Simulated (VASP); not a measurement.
Set up this calculation in VASP 6.6.1, as the native input.

```yaml
Task: relaxation of cell and atoms
Functional: r2SCAN
Dispersion: rVV10
Potentials_or_basis: VASP PAW PBE potentials, release 64 (Li_sv, Nb_sv, O)
Cutoff: 600 eV
k_mesh: 6 × 6 × 6
Occupations: fermi-dirac, width 0.03 eV
Spin: no spin polarisation
Dipole_correction: no
Further_INCAR_settings: ALGO = Normal; EDIFF = 1e-06; IBRION = 2; EDIFFG = -0.01; NSW = 100; ISIF = 3
```

Crystal: LiNbO3.

```
Li Nb O
1.0
     2.59111    1.49598    4.54942
    -2.59111    1.49598    4.54942
     0.00000   -2.99196    4.54942
Li Nb O
2 2 6
Direct
  0.25000 0.25000 0.25000
  0.75000 0.75000 0.75000
  0.50000 0.50000 0.50000
  0.00000 0.00000 0.00000
  0.12962 0.37038 0.75000
  0.37038 0.75000 0.12962
  0.87038 0.62962 0.25000
  0.25000 0.87038 0.62962
  0.62962 0.25000 0.87038
  0.75000 0.12962 0.37038
```

These files were run (other wordings do the same):

POSCAR

```
LiNbO3
1.0
    2.5911107192      1.4959784712      4.5494166877
   -2.5911107192      1.4959784712      4.5494166877
    0.0000000000     -2.9919569424      4.5494166877
Li Nb O
2 2 6
Direct
    0.2500000000      0.2500000000      0.2500000000
    0.7500000000      0.7500000000      0.7500000000
    0.5000000000      0.5000000000      0.5000000000
    0.0000000000      0.0000000000      0.0000000000
    0.1296216691      0.3703783309      0.7500000000
    0.3703783309      0.7500000000      0.1296216691
    0.8703783309      0.6296216691      0.2500000000
    0.2500000000      0.8703783309      0.6296216691
    0.6296216691      0.2500000000      0.8703783309
    0.7500000000      0.1296216691      0.3703783309
```

INCAR.step1

```
SYSTEM = LiNbO3
  ALGO = Normal
  EDIFF = 1E-4
  ENCUT = 600
  GGA = PE
  ISMEAR = -1
  LASPH = .TRUE.
  LCHARG = .FALSE.
  LREAL = .FALSE.
  LWAVE = .TRUE.
  NELM = 100
  PREC = Accurate
  SIGMA = 0.03
```

INCAR.step2

```
SYSTEM = LiNbO3
  ALGO = Normal
  BPARAM = 11.95
  CPARAM = 0.0093
  EDIFF = 1E-6
  EDIFFG = -0.01
  ENCUT = 600
  IBRION = 2
  ISIF = 3
  ISMEAR = -1
  ISTART = 1
  IVDW_NL = 2
  LASPH = .TRUE.
  LCHARG = .FALSE.
  LMIXTAU = .TRUE.
  LREAL = .FALSE.
  LUSE_VDW = .TRUE.
  LWAVE = .FALSE.
  METAGGA = R2SCAN
  NELM = 100
  NSW = 100
  PREC = Accurate
  SIGMA = 0.03
```

KPOINTS

```
k-points
0
G
  6 6 6
  0 0 0
```

Potentials or basis: VASP PAW PBE potentials, release 64 (Li_sv, Nb_sv, O).

Launch:

```sh
$ cat potpaw_PBE.64/Li_sv/POTCAR potpaw_PBE.64/Nb_sv/POTCAR potpaw_PBE.64/O/POTCAR > POTCAR
$ cp INCAR.step1 INCAR
$ mpirun -np 1 vasp_std > vasp.out
$ cp INCAR.step2 INCAR
$ mpirun -np 1 vasp_std > vasp.out
```

It gave:

The relaxed volume is 10.53 Å³/atom and the relaxed cell is a = 5.438 Å, b = 5.438 Å, c = 5.438 Å, α = 56.79°, β = 56.79°, γ = 56.79°. The space group after relaxing (to 0.1 Å) is R-3c (No. 167), the energy gained by relaxing is 0.5 meV/atom and the ionic steps are 7. The pressure after relaxing is -0.1 GPa. The largest force after relaxing is 0.005 eV/Å. The band gap on the k mesh is 2.99 eV (least direct gap 3.09 eV).

Caveat: the cutoff is under 1.25 times the usual one of these potentials, so pressure, stress and relaxed cells hold a basis-set (Pulay) error; the PAW data sets were made with another functional, which shifts forces and pressure a little.

It took 2.7 h on 1 thread of Oxide Virtual Turin-like Processor (shared host), peak memory 0.8 GiB.
